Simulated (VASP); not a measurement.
# KI (Fm-3m) in VASP: a series of runs

Aim: see how the results for KI move with the level of theory and the settings. Levels: PBE, r2SCAN. Tasks: single point.

All numbers are computed with VASP 6.6.1; they aren't measurements. Logs are shortened: lines on timing, memory, paths and dates and some standing lists are left out, and cuts for length are marked.

## (1) The cell of the first run

The structure is cubic, space group Fm-3m (No. 225). Conventional cell: a = 7.286 Å, b = 7.286 Å, c = 7.286 Å, α = 90.00°, β = 90.00°, γ = 90.00°. K (site symmetry m-3m) has 6 I at 3.64 Å within 4.8 Å. Within 4.8 Å of I (site symmetry m-3m) lie 6 K at 3.64 Å.

## (2) Single point, PBE (strain +2.8%)

Input file INCAR:

```
PREC = Accurate
ENCUT = 520
EDIFF = 1E-6
ISMEAR = -1
SIGMA = 0.02
LREAL = F
LASPH = T
NELM = 60
ALGO = Normal
ISIF = 2
LWAVE = F
LCHARG = F
GGA = PE
NBANDS = 15
```

Input file KPOINTS:

```
regular mesh
0
Gamma
  6 6 6
```

Input file POSCAR:

```
KI
1.0
    0.0000000000      3.6431050751      3.6431050751
    3.6431050751      0.0000000000      3.6431050751
    3.6431050751      3.6431050751      0.0000000000
K I
1 1
Direct
    0.0000000000      0.0000000000      0.0000000000
    0.5000000000      0.5000000000      0.5000000000
```

Potentials or basis: VASP PAW PBE potentials, release 64 (K_sv, I).

On the command line:

```bash
$ cat potpaw_PBE.64/K_sv/POTCAR potpaw_PBE.64/I/POTCAR > POTCAR
$ mpirun -np 1 vasp_std > vasp.out
```

OUTCAR:

```text
PREC = Accurate
   ENCUT = 520
   EDIFF = 1E-6
   ISMEAR = -1
   LREAL = F
   LASPH = T
   NELM = 60
   ISIF = 2
   GGA = PE

 ion  position               nearest neighbor table
   1  0.000  0.000  0.000-   2 3.64   2 3.64   2 3.64   2 3.64   2 3.64   2 3.64
   2  0.500  0.500  0.500-   1 3.64   1 3.64   1 3.64   1 3.64   1 3.64   1 3.64

  LATTYP: Found a face centered cubic cell.
 ALAT       =     7.2862101502

  Lattice vectors:

 A1 = (   0.0000000000,   3.6431050751,   3.6431050751)
 A2 = (   3.6431050751,   0.0000000000,   3.6431050751)
 A3 = (   3.6431050751,   3.6431050751,   0.0000000000)

Analysis of symmetry for initial positions (statically):
=====================================================================
 Subroutine PRICEL returns:
 Original cell was already a primitive cell.

 Routine SETGRP: Setting up the symmetry group for a
 face centered cubic supercell.

 Subroutine GETGRP returns: Found 48 space group operations
 (whereof 48 operations were pure point group operations)
 out of a pool of 48 trial point group operations.

The static configuration has the point symmetry O_h .

Analysis of symmetry for dynamics (positions and initial velocities):
=====================================================================
 Subroutine PRICEL returns:
 Original cell was already a primitive cell.

 Routine SETGRP: Setting up the symmetry group for a
 face centered cubic supercell.

 Subroutine GETGRP returns: Found 48 space group operations
 (whereof 48 operations were pure point group operations)
 out of a pool of 48 trial point group operations.

The dynamic configuration has the point symmetry O_h .

 Subroutine INISYM returns: Found 48 space group operations
 (whereof 48 operations are pure point group operations),
 and found     1 'primitive' translations

----------------------------------------------------------------------------------------

                                     Primitive cell

  volume of cell :      96.7041

  direct lattice vectors                    reciprocal lattice vectors
     0.000000000  3.643105075  3.643105075    -0.137245561  0.137245561  0.137245561
     3.643105075  0.000000000  3.643105075     0.137245561 -0.137245561  0.137245561
     3.643105075  3.643105075  0.000000000     0.137245561  0.137245561 -0.137245561

  length of vectors
     5.152128606  5.152128606  5.152128606     0.237716285  0.237716285  0.237716285

  position of ions in fractional coordinates (direct lattice)
     0.000000000  0.000000000  0.000000000
     0.500000000  0.500000000  0.500000000

  ion indices of the primitive-cell ions
   primitive index   ion index
                 1           1
                 2           2

----------------------------------------------------------------------------------------

 KPOINTS: regular mesh

Automatic generation of k-mesh.
 Grid dimensions read from file:
 generate k-points for:    6    6    6

 Generating k-lattice:

  Cartesian coordinates                     Fractional coordinates (reciprocal lattice)
    -0.022874260  0.022874260  0.022874260     0.166666667  0.000000000  0.000000000
     0.022874260 -0.022874260  0.022874260     0.000000000  0.166666667  0.000000000
     0.022874260  0.022874260 -0.022874260     0.000000000  0.000000000  0.166666667

  Length of vectors
     0.039619381  0.039619381  0.039619381

  Shift w.r.t. Gamma in fractional coordinates (k-lattice)
     0.000000000  0.000000000  0.000000000

 Subroutine IBZKPT returns following result:
 ===========================================

 Found     16 irreducible k-points:

 Following reciprocal coordinates:
            Coordinates               Weight
  0.000000  0.000000  0.000000      1.000000
  0.166667  0.000000  0.000000      8.000000
  0.333333  0.000000  0.000000      8.000000
  0.500000  0.000000  0.000000      4.000000
  0.166667  0.166667  0.000000      6.000000
  0.333333  0.166667  0.000000     24.000000
[... 8 lines left out ...]
 -0.333333  0.333333  0.166667     24.000000
 -0.333333  0.500000  0.166667     12.000000
   k-points           NKPTS =     16   k-points in BZ     NKDIM =     16   number of bands    NBANDS=     15
   number of dos      NEDOS =    301   number of ions     NIONS =      2
   total plane-waves  NPLWV =  64000
   dimension x,y,z NGX =    40 NGY =   40 NGZ =   40
   dimension x,y,z NGXF=    80 NGYF=   80 NGZF=   80
   ions per type =               1   1
   NGX,Y,Z   is equivalent  to a cutoff of  12.91, 12.91, 12.91 a.u.
   NGXF,Y,Z  is equivalent  to a cutoff of  25.81, 25.81, 25.81 a.u.
 SYSTEM =  unknown system
   PREC   = accura    normal or accurate (medium, high low for compatibility)
   ISTART =      0    job   : 0-new  1-cont  2-samecut
   ICHARG =      2    charge: 1-file 2-atom 10-const
   ISPIN  =      1    spin polarized calculation?
   LNONCOLLINEAR =      F non collinear calculations
   LSORBIT =      F    spin-orbit coupling
   LASPH  =      T    aspherical Exc in radial PAW
   ENCUT  =  520.0 eV  38.22 Ry    6.18 a.u.   9.58  9.58  9.58*2*pi/ulx,y,z
   NELM   =     60;   NELMIN=  2; NELMDL= -5     # of ELM steps
   EDIFF  = 0.1E-05   stopping-criterion for ELM
   LREAL  =      F    real-space projection
   EDIFFG = 0.1E-04   stopping-criterion for IOM
   NSW    =      0    number of steps for IOM
   IBRION =     -1    ionic relax: 0-MD 1-quasi-New 2-CG
   NFREE  =      0    steps in history (QN), initial steepest desc. (CG)
   ISIF   =      2    stress and relaxation
   ISYM   =      2    0-nonsym 1-usesym 2-fastsym
   POTIM  = 0.5000    time-step for ionic-motion
   TEBEG  =    0.0;   TEEND  =   0.0 temperature during run
   PSTRESS=    0.0 pullay stress
   NELECT =      16.0000    total number of electrons
   NUPDOWN=      -1.0000    fix difference up-down
   EMIN   =  10.00;   EMAX   =-10.00  energy-range for DOS
   EFERMI =   0.00;   METHOD = LEGACY
   ISMEAR =    -1;   SIGMA  =   0.02  broadening in eV -4-tet -1-fermi 0-gaus
   EFERMI_NEDOS =   21; number of points for ismear=-14 and -15
   IALGO  =     38    algorithm
   IMIX   =      4    mixing-type and parameters
     AMIX     =   0.40;   BMIX     =  1.00
     AMIX_MAG =   1.60;   BMIX_MAG =  1.00
  volume/ion in A,a.u.               =      48.35       326.30
  Fermi-wavevector in a.u.,A,eV,Ry     =   0.898738  1.698369 10.989835  0.807730
  Thomas-Fermi vector in A             =   2.021485
   LORBIT       =      0    0 simple, 1 ext, 2 COOP (PROOUT), +10 PAW based schemes
   GGA     = PE    functional components
   LHFCALC =     F    Hartree Fock is set to
   AEXX    =    0.0000 exact exchange contribution
   IVDW    =     0    specifies the selected vdW correction
   LEPSILON=     F    determine dielectric tensor
   LRPA    =     F    only Hartree local field effects (RPA)
 non-spin polarized calculation
  energy-cutoff  :      520.00
  volume of cell :       96.70
 maximum number of plane-waves:      2637
 NGX is ok and might be reduce to    40
   NGX = 19   NGY = 19   NGZ = 19

 number of electron      16.0000001 magnetization

 Free energy of the ion-electron system (eV)
  ---------------------------------------------------
  ext. energy  EPLUGINS =         0.00000000
  ---------------------------------------------------
  free energy    TOTEN  =        -5.56044865 eV

  energy without entropy =       -5.56044865  energy(sigma->0) =       -5.56044865

 E-fermi :  -0.3641     XC(G=0):  -6.8240

 val. band max:       -0.8633883679   @ k =   0.0000   0.0000   0.0000
 cond. band min:       2.8967052362   @ k =   0.0000   0.0000   0.0000
 fundamental gap:      3.7600936041
 Fermi energy:        -0.3640936796

 k-point     1 :       0.0000    0.0000    0.0000
  band No.  band energies     occupation
      1     -29.5411      2.00000
      2     -13.0180      2.00000
      3     -13.0180      2.00000
      4     -13.0180      2.00000
      5     -11.2400      2.00000
      6      -0.8634      2.00000
      7      -0.8634      2.00000
      8      -0.8634      2.00000
      9       2.8967      0.00000
     10       5.6543      0.00000
     11       5.6543      0.00000
     12       5.6543      0.00000
     13       6.3123      0.00000
     14       6.3123      0.00000
     15       8.8042      0.00000

 k-point     2 :       0.1667    0.0000    0.0000
  band No.  band energies     occupation
      1     -29.5409      2.00000
      2     -13.0402      2.00000
      3     -13.0185      2.00000
      4     -13.0185      2.00000
      5     -11.1944      2.00000
      6      -1.2159      2.00000
      7      -0.9343      2.00000
      8      -0.9343      2.00000
      9       3.4701      0.00000
     10       5.5497      0.00000
     11       5.9197      0.00000
     12       5.9197      0.00000
     13       6.5815      0.00000
     14       6.5815      0.00000
     15       9.5788      0.00000

 k-point     3 :       0.3333    0.0000    0.0000
  band No.  band energies     occupation
      1     -29.5403      2.00000
      2     -13.0820      2.00000
      3     -13.0194      2.00000
      4     -13.0194      2.00000
      5     -11.1047      2.00000
      6      -1.7598      2.00000
      7      -1.0675      2.00000
      8      -1.0675      2.00000
      9       4.3174      0.00000
     10       5.9282      0.00000
     11       6.5501      0.00000
     12       6.5501      0.00000
     13       7.3103      0.00000
     14       7.3103      0.00000
     15       8.4298      0.00000

 k-point     4 :       0.5000    0.0000    0.0000
  band No.  band energies     occupation
      1     -29.5400      2.00000
      2     -13.1017      2.00000
      3     -13.0199      2.00000
      4     -13.0199      2.00000
      5     -11.0606      2.00000
      6      -1.9861      2.00000
      7      -1.1303      2.00000
      8      -1.1303      2.00000
      9       4.5562      0.00000
     10       6.5445      0.00000
     11       7.0887      0.00000
     12       7.0887      0.00000
     13       7.6662      0.00000
     14       7.6662      0.00000
     15       7.9509      0.00000
[... 163 lines left out ...]
 k-point    14 :       0.5000    0.3333    0.1667
  band No.  band energies     occupation
      1     -29.5399      2.00000
      2     -13.0669      2.00000
      3     -13.0310      2.00000
      4     -13.0242      2.00000
      5     -11.1023      2.00000
      6      -1.7050      2.00000
      7      -1.2613      2.00000
      8      -1.1722      2.00000
      9       5.0436      0.00000
     10       5.1096      0.00000
     11       6.2057      0.00000
     12       7.3328      0.00000
     13       7.4920      0.00000
     14       7.6708      0.00000
     15       8.7349      0.00000

 k-point    15 :      -0.3333    0.3333    0.1667
  band No.  band energies     occupation
      1     -29.5397      2.00000
      2     -13.0667      2.00000
      3     -13.0340      2.00000
      4     -13.0277      2.00000
      5     -11.0890      2.00000
      6      -1.6859      2.00000
      7      -1.4046      2.00000
      8      -1.2306      2.00000
      9       5.3049      0.00000
     10       5.6601      0.00000
     11       5.8762      0.00000
     12       7.1145      0.00000
     13       7.6579      0.00000
     14       8.1216      0.00000
     15       8.6986      0.00000

 k-point    16 :      -0.3333    0.5000    0.1667
  band No.  band energies     occupation
      1     -29.5396      2.00000
      2     -13.0431      2.00000
      3     -13.0423      2.00000
      4     -13.0344      2.00000
      5     -11.1069      2.00000
      6      -1.6119      2.00000
      7      -1.3440      2.00000
      8      -1.3183      2.00000
      9       4.8431      0.00000
     10       5.2748      0.00000
     11       6.3660      0.00000
     12       7.1315      0.00000
     13       7.5007      0.00000
     14       8.5354      0.00000
     15       8.8407      0.00000

------------------------ aborting loop because EDIFF is reached ----------------------------------------

  FORCE on cell =-STRESS in cart. coord.  units (eV):
  Direction    XX          YY          ZZ          XY          YZ          ZX
  --------------------------------------------------------------------------------------
  -------------------------------------------------------------------------------------
  Total       -0.2331871     -0.2331871     -0.2331871      0.0000000      0.0000000     -0.0000000
  in kB       -3.8634032     -3.8634032     -3.8634032      0.0000000      0.0000000     -0.0000000
  external PRESSURE =      -3.8634032 kB  Pullay stress =       0.0000000 kB

 VOLUME and BASIS-vectors are now :
 -----------------------------------------------------------------------------
  energy-cutoff  :      520.00
  volume of cell :       96.70
      direct lattice vectors                 reciprocal lattice vectors
     0.000000000  3.643105075  3.643105075    -0.137245561  0.137245561  0.137245561
     3.643105075  0.000000000  3.643105075     0.137245561 -0.137245561  0.137245561
     3.643105075  3.643105075  0.000000000     0.137245561  0.137245561 -0.137245561

 POSITION                                       TOTAL-FORCE (eV/Angst)
 -----------------------------------------------------------------------------------
      0.00000      0.00000      0.00000        -0.000000      0.000000     -0.000000
      3.64311      3.64311      3.64311         0.000000      0.000000      0.000000
 -----------------------------------------------------------------------------------
    total drift:                                0.000000     -0.000000     -0.000000

  FREE ENERGIE OF THE ION-ELECTRON SYSTEM (eV)
  ---------------------------------------------------
  free  energy   TOTEN  =        -5.5604486460 eV

  energy  without entropy=       -5.5604486460  energy(sigma->0) =       -5.56044865
```

Wall time 12 s (1 thread of Intel Xeon 6975P-C (Granite Rapids), shared host); peak memory 0.24 GiB.

What came out:

| Item | Value |
| --- | --- |
| Free energy | -5.5604 eV |
| Pressure | -0.4 GPa |
| Band gap on the k mesh | 3.76 eV, direct |

Levels at points of the mesh, in eV from the valence-band top:
| k point | band 4 | band 5 | band 6 | band 7 | band 8 | band 9 | band 10 | band 11 | band 12 | band 13 |
| --- | --- | --- | --- | --- | --- | --- | --- | --- | --- | --- |
| (0.00, 0.00, 0.00) | -12.15 | -10.38 | 0.00 | 0.00 | 0.00 | 3.76 | 6.52 | 6.52 | 6.52 | 7.18 |
| (0.50, 0.00, 0.00) | -12.16 | -10.20 | -1.12 | -0.27 | -0.27 | 5.42 | 7.41 | 7.95 | 7.95 | 8.53 |
| (0.50, 0.50, 0.00) | -12.17 | -10.27 | -0.86 | -0.32 | -0.32 | 5.06 | 5.55 | 7.99 | 8.35 | 8.41 |

Caveat: the cell differs from its parent crystal (strain +2.8%); spin-orbit coupling is left out, which moves the levels of the heavy elements.

(Continued in part 2 of 2.)
